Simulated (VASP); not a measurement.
Here is a VASP 6.6.1 calculation.

The input POSCAR:

```
TaN
1.0
    2.9399420000      0.0000000000      0.0000000000
   -1.4699710000      2.5460650000      0.0000000000
    0.0000000000      0.0000000000      2.8901750000
Ta N
1 1
Direct
    0.0000000000      0.0000000000      0.5000000000
    0.6666670000      0.3333330000      0.0000000000
```

Contents of INCAR.step1:

```
SYSTEM = TaN
PREC = Accurate
ENCUT = 520
ISMEAR = -1
SIGMA = 0.1
LREAL = .False.
LASPH = .True.
NELM = 100
NBANDS = 15
GGA = PE
ALGO = Normal
EDIFF = 1E-4
LWAVE = .True.
LCHARG = .False.
```

INCAR.step2

```
SYSTEM = TaN
PREC = Accurate
ENCUT = 520
EDIFF = 1E-7
ISMEAR = -1
SIGMA = 0.1
LREAL = .False.
LASPH = .True.
NELM = 100
ALGO = Normal
ISIF = 2
LWAVE = .False.
LCHARG = .True.
METAGGA = R2SCAN
LMIXTAU = .True.
LELF = .True.
LVHAR = .True.
NBANDS = 15
ISTART = 1
```

File KPOINTS:

```
Automatic mesh
0
Gamma
  9 9 8
  0 0 0
```

Potentials or basis: VASP PAW PBE potentials, release 64 (Ta_pv, N).

The run is started by

```sh
$ cat potpaw_PBE.64/Ta_pv/POTCAR potpaw_PBE.64/N/POTCAR > POTCAR
$ cp INCAR.step1 INCAR
$ mpirun -np 1 vasp_std > vasp.out
$ cp INCAR.step2 INCAR
$ mpirun -np 1 vasp_std > vasp.out
```

Task: Predict the band gap on the k mesh.

Result: Zero (band 8 reaches 8.28 eV, above the bottom of band 9 at 8.09 eV).

Task: Predict the pressure.

Result: 0.0 GPa.

Stress tensor (GPa, compression positive):
```
 0.02  0.00  0.00
 0.00  0.02  0.00
 0.00  0.00 -0.18
```

Caveat: the PAW data sets were made with another functional, which shifts forces and pressure a little; spin-orbit coupling is left out, which moves the levels of the heavy elements.
